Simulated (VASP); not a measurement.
**HfN: single point with PBE**

Crystal: HfN.

```
Hf N
1.0
     0.00000    2.43972    2.34936
     2.43972    0.00000    2.34936
     2.43972    2.43972    0.00000
Hf N
1 1
Direct
  0.00000 0.00000 0.00000
  0.50000 0.50000 0.50000
```

This cell differs from its parent crystal: strain +0.080 along x and y, +0.040 along z.

```
Program                : VASP 6.6.1
Task                   : single point
Functional             : PBE
Potentials or basis    : VASP PAW PBE potentials, release 64 (Hf_pv, N)
Cutoff                 : 520 eV
k mesh                 : 18 × 18 × 18
Occupations            : gaussian, width 0.15 eV
Spin                   : no spin polarisation
Dipole correction      : no
Further INCAR settings : ALGO = Normal; EDIFF = 1e-06; NBANDS = 14
```

| Property | Result |
| --- | --- |
| Pressure | -32.5 GPa |
| Band gap on the k mesh | zero (an odd number of electrons rules out a gap without spin polarisation) |

Stress tensor (GPa, compression positive):
```
-34.56   0.00   0.00
  0.00 -34.56   0.00
  0.00   0.00 -28.39
```

Levels at points of the mesh, in eV from the Fermi level:
```csv
k point,band 6,band 7,band 8,band 9,band 10,band 11
"(0.00, 0.00, 0.00)",-2.76,-2.68,-0.35,-0.35,-0.02,0.03
"(0.50, 0.00, 0.00)",-5.25,-5.25,2.47,2.77,2.95,3.51
"(0.50, 0.50, 0.00)",-3.56,-3.56,-3.06,3.16,3.59,4.19
"(0.50, 0.00, 0.50)",-3.44,-3.39,-2.97,2.92,3.88,3.97
```

Wall time 100 s on 1 thread of Intel(R) Xeon(R) Platinum 8488C (Sapphire Rapids), with other jobs on the host, peak memory 0.31 GiB.

Caveat: the cell differs from its parent crystal (strain +0.080 along x and y, +0.040 along z); the stress differs along the axes, from -35 to -28 GPa; spin-orbit coupling is left out, which moves the levels of the heavy elements; an odd number of electrons without spin polarisation forces a metal; a magnetic or distorted state may lie lower.
